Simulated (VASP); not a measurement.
Write the native input for VASP 6.6.1 that does the following.

```yaml
Task: relaxation of cell and atoms
Functional: PBE
Potentials_or_basis: VASP PAW PBE potentials, release 64 (Ca_sv, Sn_d, N)
Cutoff: 600 eV
k_mesh: 3 × 3 × 4
Occupations: gaussian, width 0.2 eV
Spin: no spin polarisation
Dipole_correction: no
Further_INCAR_settings: ALGO = Normal; EDIFF = 1e-07; IBRION = 2; EDIFFG = -0.08; NSW = 36; ISIF = 3
```

The structure of Ca3Sn3N2 lies in POSCAR:

```
Ca3Sn3N2
1.0
    6.8288418500      0.0000000000      0.0000000000
   -3.4144209300      5.9139505200      0.0000000000
    0.0000000000      0.0000000000      4.5403261100
Ca Sn N
3 3 2
Direct
    0.3333333300      0.6666666700      0.5000000000
    0.6666666700      0.3333333300      0.5000000000
    0.0000000000      0.0000000000      0.0000000000
    0.5000000000      0.0000000000      0.5000000000
    0.0000000000      0.5000000000      0.5000000000
    0.5000000000      0.5000000000      0.5000000000
    0.3333333300      0.6666666700      0.0000000000
    0.6666666700      0.3333333300      0.0000000000
```

One way to write it, as run:

INCAR

```
SYSTEM = Ca3Sn3N2
PREC = Accurate
ENCUT = 600
EDIFF = 1E-7
ISMEAR = 0
SIGMA = 0.2
LREAL = .False.
LASPH = .True.
NELM = 60
ALGO = Normal
ISIF = 3
LWAVE = .False.
LCHARG = .False.
GGA = PE
IBRION = 2
NSW = 36
EDIFFG = -0.08
```

KPOINTS

```
regular mesh
0
Gamma
  3 3 4
  0 0 0
```

Potentials or basis: VASP PAW PBE potentials, release 64 (Ca_sv, Sn_d, N).

Run with:

```bash
$ cat potpaw_PBE.64/Ca_sv/POTCAR potpaw_PBE.64/Sn_d/POTCAR potpaw_PBE.64/N/POTCAR > POTCAR
$ mpirun -np 1 vasp_std > vasp.out
```

It gave:

```yaml
Relaxed_volume: 43.89 Å³/atom
Relaxed_cell: a = 9.830 Å, b = 9.830 Å, c = 4.196 Å, α = 90.00°, β = 90.00°, γ = 120.00°
Space_group_after_relaxing_to_0.05_Å: P6/mmm (No. 191)
Energy_gained_by_relaxing: 3213.6 meV/atom
Ionic_steps: 5
Pressure_after_relaxing: 0.0 GPa
Band_gap_on_the_k_mesh: zero (band 41 reaches 1.15 eV, above the bottom of band 42 at 0.50 eV)
```

Caveat: the volume moved by over 15 % at a fixed basis, so the end points are rough; spin-orbit coupling is left out, which moves the levels of the heavy elements.

Wall time 9.1 min on 1 thread of Intel(R) Xeon(R) 6975P-C (Granite Rapids) (shared host), peak memory 0.38 GiB.
